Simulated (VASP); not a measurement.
# VN2 (I4/mcm) in VASP: further runs

Runs on VN2. Level: PBE. Tasks: single point.

Everything below comes from runs of VASP 6.6.1. Logs are shortened: lines on timing, memory, paths and dates and some standing lists are left out, and cuts for length are marked.

## Step 1: The cell of the first run

It takes space group I4/mcm (No. 140, tetragonal). The conventional cell has a = 4.301 Å, b = 4.301 Å, c = 4.983 Å, α = 90.00°, β = 90.00°, γ = 90.00°. Within 2.8 Å of V (site symmetry 422) lie 8 N at 2.13 Å and 2 V at 2.49 Å. N (site symmetry m2m) has 1 N at 1.40 Å within 1.9 Å.

## Step 2: Single point, PBE, collinear spin, ferromagnetic start

INCAR reads:

```
SYSTEM = VN2
  PREC = Accurate
  ENCUT = 520
  EDIFF = 1E-6
  ISMEAR = -1
  SIGMA = 0.05
  LREAL = .False.
  LASPH = .True.
  NELM = 150
  ALGO = Normal
  ISIF = 2
  LWAVE = .False.
  LCHARG = .False.
  ISPIN = 2
  MAGMOM = 1 1 0 0 0 0
  LORBIT = 11
  LMAXMIX = 4
  GGA = PE
  NBANDS = 36
```

KPOINTS reads:

```
regular mesh
0
Gamma
  3 3 3
  0 0 0
```

POSCAR reads:

```
VN2
1.0
   -2.1507500000      2.1507500000      2.4913500000
    2.1507500000     -2.1507500000      2.4913500000
    2.1507500000      2.1507500000     -2.4913500000
V N
2 4
Direct
    0.2500000000      0.2500000000      0.0000000000
    0.7500000000      0.7500000000      0.0000000000
    0.1151000000      0.6151000000      0.7302000000
    0.6151000000      0.8849000000      0.5000000000
    0.8849000000      0.3849000000      0.2698000000
    0.3849000000      0.1151000000      0.5000000000
```

Potentials or basis: VASP PAW PBE potentials, release 64 (V_sv, N).

Started as:

```
cat potpaw_PBE.64/V_sv/POTCAR potpaw_PBE.64/N/POTCAR > POTCAR
mpirun -np 1 vasp_std > vasp.out
```

OUTCAR:

```text
SYSTEM = VN2
   PREC = Accurate
   ENCUT = 520
   EDIFF = 1E-6
   ISMEAR = -1
   LREAL = .False.
   LASPH = .True.
   NELM = 150
   ISIF = 2
   ISPIN = 2
   LORBIT = 11
   GGA = PE

 ion  position               nearest neighbor table
   1  0.250  0.250  0.000-   5 2.13   3 2.13   4 2.13   6 2.13   6 2.13   3 2.13   4 2.13   5 2.13
                             2 2.49   2 2.49
   2  0.750  0.750  0.000-   5 2.13   3 2.13   4 2.13   6 2.13   4 2.13   6 2.13   3 2.13   5 2.13
                             1 2.49   1 2.49
   3  0.115  0.615  0.730-   5 1.40   1 2.13   1 2.13   2 2.13   2 2.13
   4  0.615  0.885  0.500-   6 1.40   2 2.13   1 2.13   2 2.13   1 2.13
   5  0.885  0.385  0.270-   3 1.40   2 2.13   1 2.13   2 2.13   1 2.13
   6  0.385  0.115  0.500-   4 1.40   1 2.13   2 2.13   1 2.13   2 2.13

  LATTYP: Found a body centered tetragonal cell.
 ALAT       =     4.3015000000
 C/A-ratio  =     1.1583633616

  Lattice vectors:

 A1 = (  -2.1507500000,   2.1507500000,   2.4913500000)
 A2 = (   2.1507500000,  -2.1507500000,   2.4913500000)
 A3 = (   2.1507500000,   2.1507500000,  -2.4913500000)

Analysis of symmetry for initial positions (statically):
=====================================================================
 Subroutine PRICEL returns:
 Original cell was already a primitive cell.

 Routine SETGRP: Setting up the symmetry group for a
 body centered tetragonal supercell.

 Subroutine GETGRP returns: Found 16 space group operations
 (whereof  8 operations were pure point group operations)
 out of a pool of 16 trial point group operations.

The static configuration has the point symmetry C_4h.
 The point group associated with its full space group is D_4h.

Analysis of symmetry for dynamics (positions and initial velocities):
=====================================================================
 Subroutine PRICEL returns:
 Original cell was already a primitive cell.

 Routine SETGRP: Setting up the symmetry group for a
 body centered tetragonal supercell.

 Subroutine GETGRP returns: Found 16 space group operations
 (whereof  8 operations were pure point group operations)
 out of a pool of 16 trial point group operations.

The dynamic configuration has the point symmetry C_4h.
 The point group associated with its full space group is D_4h.

Analysis of structural, dynamic, and magnetic symmetry:
=====================================================================
 Subroutine PRICEL returns:
 Original cell was already a primitive cell.

 Routine SETGRP: Setting up the symmetry group for a
 body centered tetragonal supercell.

 Subroutine GETGRP returns: Found 16 space group operations
 (whereof  8 operations were pure point group operations)
 out of a pool of 16 trial point group operations.

The overall configuration has the point symmetry C_4h.
 The point group associated with its full space group is D_4h.

 Subroutine INISYM returns: Found 16 space group operations
 (whereof  8 operations are pure point group operations),
 and found     1 'primitive' translations

----------------------------------------------------------------------------------------

                                     Primitive cell

  volume of cell :      46.0972

  direct lattice vectors                    reciprocal lattice vectors
    -2.150750000  2.150750000  2.491350000     0.000000000  0.232477043  0.200694403
     2.150750000 -2.150750000  2.491350000     0.232477043  0.000000000  0.200694403
     2.150750000  2.150750000 -2.491350000     0.232477043  0.232477043  0.000000000

  length of vectors
     3.931701406  3.931701406  3.931701406     0.307121830  0.307121830  0.328772187

  position of ions in fractional coordinates (direct lattice)
     0.250000000  0.250000000  0.000000000
     0.750000000  0.750000000  0.000000000
     0.115100000  0.615100000  0.730200000
     0.615100000  0.884900000  0.500000000
     0.884900000  0.384900000  0.269800000
     0.384900000  0.115100000  0.500000000

  ion indices of the primitive-cell ions
   primitive index   ion index
                 1           1
                 2           2
                 3           3
                 4           4
                 5           5
                 6           6

[... 34 lines left out ...]
   k-points           NKPTS =      6   k-points in BZ     NKDIM =      6   number of bands    NBANDS=     36
   number of dos      NEDOS =    301   number of ions     NIONS =      6
   total plane-waves  NPLWV =  27000
   dimension x,y,z NGX =    30 NGY =   30 NGZ =   30
   dimension x,y,z NGXF=    60 NGYF=   60 NGZF=   60
   ions per type =               2   4
   NGX,Y,Z   is equivalent  to a cutoff of  12.69, 12.69, 12.69 a.u.
   NGXF,Y,Z  is equivalent  to a cutoff of  25.37, 25.37, 25.37 a.u.
 SYSTEM =  VN2
   PREC   = accura    normal or accurate (medium, high low for compatibility)
   ISTART =      0    job   : 0-new  1-cont  2-samecut
   ICHARG =      2    charge: 1-file 2-atom 10-const
   ISPIN  =      2    spin polarized calculation?
   LNONCOLLINEAR =      F non collinear calculations
   LSORBIT =      F    spin-orbit coupling
   LASPH  =      T    aspherical Exc in radial PAW
   ENCUT  =  520.0 eV  38.22 Ry    6.18 a.u.   7.31  7.31  7.31*2*pi/ulx,y,z
   NELM   =    150;   NELMIN=  2; NELMDL= -5     # of ELM steps
   EDIFF  = 0.1E-05   stopping-criterion for ELM
   LREAL  =      F    real-space projection
   EDIFFG = 0.1E-04   stopping-criterion for IOM
   NSW    =      0    number of steps for IOM
   IBRION =     -1    ionic relax: 0-MD 1-quasi-New 2-CG
   NFREE  =      0    steps in history (QN), initial steepest desc. (CG)
   ISIF   =      2    stress and relaxation
   ISYM   =      2    0-nonsym 1-usesym 2-fastsym
   POTIM  = 0.5000    time-step for ionic-motion
   TEBEG  =    0.0;   TEEND  =   0.0 temperature during run
   PSTRESS=    0.0 pullay stress
   NELECT =      46.0000    total number of electrons
   NUPDOWN=      -1.0000    fix difference up-down
   EMIN   =  10.00;   EMAX   =-10.00  energy-range for DOS
   EFERMI =   0.00;   METHOD = LEGACY
   ISMEAR =    -1;   SIGMA  =   0.05  broadening in eV -4-tet -1-fermi 0-gaus
   EFERMI_NEDOS =   21; number of points for ismear=-14 and -15
   IALGO  =     38    algorithm
   IMIX   =      4    mixing-type and parameters
     AMIX     =   0.40;   BMIX     =  1.00
     AMIX_MAG =   1.60;   BMIX_MAG =  1.00
  volume/ion in A,a.u.               =       7.68        51.85
  Fermi-wavevector in a.u.,A,eV,Ry     =   1.635947  3.091492 36.413581  2.676323
  Thomas-Fermi vector in A             =   2.727335
   LORBIT       =     11    0 simple, 1 ext, 2 COOP (PROOUT), +10 PAW based schemes
   GGA     = PE    functional components
   LHFCALC =     F    Hartree Fock is set to
   AEXX    =    0.0000 exact exchange contribution
   IVDW    =     0    specifies the selected vdW correction
   LEPSILON=     F    determine dielectric tensor
   LRPA    =     F    only Hartree local field effects (RPA)
 spin polarized calculation
  energy-cutoff  :      520.00
  volume of cell :       46.10
 maximum number of plane-waves:      1257
 NGX is ok and might be reduce to    30
   NGX = 15   NGY = 15   NGZ = 15

 number of electron      46.0000009 magnetization      -0.0058274

 number of electron      46.0000009 magnetization       0.0000075

 Free energy of the ion-electron system (eV)
  ---------------------------------------------------
  ext. energy  EPLUGINS =         0.00000000
  ---------------------------------------------------
  free energy    TOTEN  =       -53.37456502 eV

  energy without entropy =      -53.35949901  energy(sigma->0) =      -53.36703202

 E-fermi :  11.2776     XC(G=0): -13.6646

 val. band max:       11.2448715531   @ k =  -0.3333  -0.3333   0.3333
 cond. band min:      11.3856160290   @ k =  -0.3333   0.3333   0.3333
 fundamental gap:      0.1407444759
 Fermi energy:        11.2775732480

 spin component 1

 k-point     1 :       0.0000    0.0000    0.0000
  band No.  band energies     occupation
      1     -54.1955      1.00000
      2     -54.0343      1.00000
      3     -28.2945      1.00000
      4     -28.0382      1.00000
      5     -28.0382      1.00000
      6     -28.0283      1.00000
[... 217 lines left out ...]
     34      20.0681      0.00000
     35      23.1552      0.00000
 Fermi energy:        11.2775732480

 spin component 2

 k-point     1 :       0.0000    0.0000    0.0000
  band No.  band energies     occupation
      1     -54.1955      1.00000
      2     -54.0343      1.00000
      3     -28.2944      1.00000
      4     -28.0382      1.00000
      5     -28.0382      1.00000
      6     -28.0283      1.00000
[... 217 lines left out ...]
     34      20.0681      0.00000
     35      23.1551      0.00000
 [bands above 35 left out]

------------------------ aborting loop because EDIFF is reached ----------------------------------------

  FORCE on cell =-STRESS in cart. coord.  units (eV):
  Direction    XX          YY          ZZ          XY          YZ          ZX
  --------------------------------------------------------------------------------------
  -------------------------------------------------------------------------------------
  Total       -0.0040137     -0.0040137     -0.4434892      0.0000000      0.0000000      0.0000000
  in kB       -0.1395016     -0.1395016    -15.4141288      0.0000000      0.0000000      0.0000000
  external PRESSURE =      -5.2310440 kB  Pullay stress =       0.0000000 kB

 VOLUME and BASIS-vectors are now :
 -----------------------------------------------------------------------------
  energy-cutoff  :      520.00
  volume of cell :       46.10
      direct lattice vectors                 reciprocal lattice vectors
    -2.150750000  2.150750000  2.491350000     0.000000000  0.232477043  0.200694403
     2.150750000 -2.150750000  2.491350000     0.232477043  0.000000000  0.200694403
     2.150750000  2.150750000 -2.491350000     0.232477043  0.232477043  0.000000000

 POSITION                                       TOTAL-FORCE (eV/Angst)
 -----------------------------------------------------------------------------------
      0.00000      0.00000      1.24568         0.000000     -0.000000     -0.000000
      0.00000      0.00000      3.73703         0.000000     -0.000000     -0.000000
      2.64585      0.49510      0.00000        -0.288823     -0.288823     -0.000000
      1.65565      0.49510      2.49135         0.288823     -0.288823     -0.000000
     -0.49510      1.65565      2.49135         0.288823      0.288823      0.000000
      0.49510      1.65565      0.00000        -0.288823      0.288823     -0.000000
 -----------------------------------------------------------------------------------
    total drift:                                0.000000      0.000000     -0.000000

  FREE ENERGIE OF THE ION-ELECTRON SYSTEM (eV)
  ---------------------------------------------------
  free  energy   TOTEN  =       -53.3745650213 eV

  energy  without entropy=      -53.3594990135  energy(sigma->0) =      -53.36703202

 total charge

# of ion       s       p       d       tot
------------------------------------------
    1        2.249   6.285   3.112  11.645
    2        2.249   6.285   3.112  11.645
    3        1.251   2.499   0.000   3.750
    4        1.251   2.499   0.000   3.750
    5        1.251   2.499   0.000   3.750
    6        1.251   2.499   0.000   3.750
--------------------------------------------------
tot          9.501  22.565   6.224  38.290

 magnetization (x)

# of ion       s       p       d       tot
------------------------------------------
    1       -0.000  -0.000  -0.000  -0.000
    2       -0.000  -0.000  -0.000  -0.000
    3        0.000   0.000   0.000   0.000
    4        0.000   0.000   0.000   0.000
    5        0.000   0.000   0.000   0.000
    6        0.000   0.000   0.000   0.000
--------------------------------------------------
tot         -0.000   0.000  -0.000  -0.000
```

Wall time 33 s (1 thread of Intel Xeon Platinum 8259CL at 2.50GHz (Skylake/Cascade Lake), shared host); peak memory 0.18 GiB.

What came out:

```yaml
Free_energy: -53.3746 eV
Pressure: -0.5 GPa
Largest_force: 0.408 eV/Å
Band_gap_on_the_k_mesh: 0.14 eV, indirect (least direct gap 0.43 eV)
Net_moment: 0.00 μB per cell
Valence_electrons_inside_the_program's_atomic_spheres: V 11.64; N 3.75
```

Forces in eV/Å, atoms in the order of the input:
```
V    0.000  0.000  0.000
V    0.000  0.000  0.000
N   -0.289 -0.289  0.000
N    0.289 -0.289  0.000
N    0.289  0.289  0.000
N   -0.289  0.289  0.000
```

Stress tensor (GPa, compression positive):
```
-0.01  0.00  0.00
 0.00 -0.01  0.00
 0.00  0.00 -1.54
```

Caveat: the k points lie up to 0.69 Å⁻¹ apart. A k mesh can miss the band edges.

## Step 3: Single point, PBE, collinear spin, ferromagnetic start

INCAR reads:

```
SYSTEM = VN2
ALGO = Normal ; EDIFF = 1E-6
ENCUT = 520 ; GGA = PE
ISIF = 2 ; ISMEAR = -1
ISPIN = 2 ; LASPH = .True.
LCHARG = .True. ; LELF = .True.
LMAXMIX = 4 ; LORBIT = 11
LREAL = .False. ; LVHAR = .True.
LWAVE = .False. ; MAGMOM = 1 1 0 0 0 0
NBANDS = 36 ; NELM = 150
PREC = Accurate ; SIGMA = 0.05
```

KPOINTS reads:

```
k-points
0
Gamma
  4 4 4
  0 0 0
```

POSCAR is that of step 2.

Potentials or basis: VASP PAW PBE potentials, release 64 (V_sv, N).

Started as:

```
cat potpaw_PBE.64/V_sv/POTCAR potpaw_PBE.64/N/POTCAR > POTCAR
mpirun -np 1 vasp_std > vasp.out
```

OUTCAR:

```text
SYSTEM = VN2
   EDIFF = 1E-6
   ENCUT = 520
   GGA = PE
   ISIF = 2
   ISMEAR = -1
   ISPIN = 2
   LASPH = .True.
   LORBIT = 11
   LREAL = .False.
   NELM = 150
   PREC = Accurate

 ion  position               nearest neighbor table
   1  0.250  0.250  0.000-   5 2.13   3 2.13   4 2.13   6 2.13   6 2.13   3 2.13   4 2.13   5 2.13
                             2 2.49   2 2.49
   2  0.750  0.750  0.000-   5 2.13   3 2.13   4 2.13   6 2.13   4 2.13   6 2.13   3 2.13   5 2.13
                             1 2.49   1 2.49
   3  0.115  0.615  0.730-   5 1.40   1 2.13   1 2.13   2 2.13   2 2.13
   4  0.615  0.885  0.500-   6 1.40   2 2.13   1 2.13   2 2.13   1 2.13
   5  0.885  0.385  0.270-   3 1.40   2 2.13   1 2.13   2 2.13   1 2.13
   6  0.385  0.115  0.500-   4 1.40   1 2.13   2 2.13   1 2.13   2 2.13

  LATTYP: Found a body centered tetragonal cell.
 ALAT       =     4.3015000000
 C/A-ratio  =     1.1583633616

  Lattice vectors:

 A1 = (  -2.1507500000,   2.1507500000,   2.4913500000)
 A2 = (   2.1507500000,  -2.1507500000,   2.4913500000)
 A3 = (   2.1507500000,   2.1507500000,  -2.4913500000)

Analysis of symmetry for initial positions (statically):
=====================================================================
 Subroutine PRICEL returns:
[... 1195 lines left out ...]
  external PRESSURE =      -1.7237857 kB  Pullay stress =       0.0000000 kB

 VOLUME and BASIS-vectors are now :
 -----------------------------------------------------------------------------
  energy-cutoff  :      520.00
  volume of cell :       46.10
      direct lattice vectors                 reciprocal lattice vectors
    -2.150750000  2.150750000  2.491350000     0.000000000  0.232477043  0.200694403
     2.150750000 -2.150750000  2.491350000     0.232477043  0.000000000  0.200694403
     2.150750000  2.150750000 -2.491350000     0.232477043  0.232477043  0.000000000

 POSITION                                       TOTAL-FORCE (eV/Angst)
 -----------------------------------------------------------------------------------
      0.00000      0.00000      1.24568         0.000000     -0.000000     -0.000000
      0.00000      0.00000      3.73703         0.000000     -0.000000     -0.000000
      2.64585      0.49510      0.00000        -0.298527     -0.298527     -0.000000
      1.65565      0.49510      2.49135         0.298527     -0.298527     -0.000000
     -0.49510      1.65565      2.49135         0.298527      0.298527      0.000000
      0.49510      1.65565      0.00000        -0.298527      0.298527     -0.000000
 -----------------------------------------------------------------------------------
    total drift:                                0.000000      0.000000     -0.000000

  FREE ENERGIE OF THE ION-ELECTRON SYSTEM (eV)
  ---------------------------------------------------
  free  energy   TOTEN  =       -53.3243709775 eV

  energy  without entropy=      -53.3005097618  energy(sigma->0) =      -53.31244037

 total charge

# of ion       s       p       d       tot
------------------------------------------
    1        2.250   6.285   3.114  11.649
    2        2.250   6.285   3.114  11.649
    3        1.252   2.496   0.000   3.748
    4        1.252   2.496   0.000   3.748
    5        1.252   2.496   0.000   3.748
    6        1.252   2.496   0.000   3.748
--------------------------------------------------
tot          9.506  22.557   6.228  38.290

 magnetization (x)

# of ion       s       p       d       tot
------------------------------------------
    1       -0.000  -0.000  -0.000  -0.000
    2       -0.000  -0.000  -0.000  -0.000
    3        0.000   0.000   0.000   0.000
    4        0.000   0.000   0.000   0.000
    5        0.000   0.000   0.000   0.000
    6        0.000   0.000   0.000   0.000
--------------------------------------------------
tot          0.000   0.000  -0.000  -0.000
```

Run time: 57 s. Hardware: 1 thread of Intel Xeon Platinum 8259CL at 2.50GHz (Skylake/Cascade Lake), shared host; peak memory 0.2 GiB.

Results:

| Property | Result |
| --- | --- |
| Free energy | -53.3244 eV |
| Pressure | -0.2 GPa |
| Largest force | 0.422 eV/Å |
| Band gap on the k mesh | zero (filled and empty bands overlap) |
| Net moment | 0.00 μB per cell |
| Valence electrons inside the program's atomic spheres | V 11.65; N 3.75 |

Forces in eV/Å, atoms in the order of the input:
```
V    0.000  0.000  0.000
V    0.000  0.000  0.000
N   -0.299 -0.299  0.000
N    0.299 -0.299  0.000
N    0.299  0.299  0.000
N   -0.299  0.299  0.000
```

Caveat: the k points lie up to 0.52 Å⁻¹ apart.
